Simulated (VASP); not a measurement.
The system is CoSi.

```xyz
2
Lattice="2.7246 0.0000 0.0000 0.0000 2.7246 0.0000 0.0000 0.0000 2.7246" Properties=species:S:1:pos:R:3 pbc="T T T"
Co    0.0000    0.0000    0.0000
Si    1.3623    1.3623    1.3623
```

This cell differs from its parent crystal: volume scaled by 0.94.

Base run:

```yaml
Program: VASP 6.6.1
Functional: PBE
Potentials_or_basis: VASP PAW PBE potentials, release 64 (Co, Si)
Cutoff: 520 eV
k_mesh: 10 × 10 × 10
Occupations: fermi-dirac, width 0.05 eV
Spin: collinear spin, ferromagnetic start
Starting_moments: "[2.0, 0.0] μB"
```

Its results: pressure 15.6 GPa; net moment 0.50 μB per cell; site moments Co +0.49; Si +0.01 μB.

Task: The run is repeated on the same cell with these changes: functional from PBE to PBEsol; further incar settings from ALGO = Normal; EDIFF = 1e-06; NBANDS = 18 to ALGO = Normal; EDIFF = 1e-07; NBANDS = 18. What comes out?

Result: Pressure 7.9 GPa; net moment 0.45 μB per cell; site moments Co +0.44; Si +0.01 μB.

Caveats: the PAW data sets were made with another functional, which shifts forces and pressure a little (some runs).
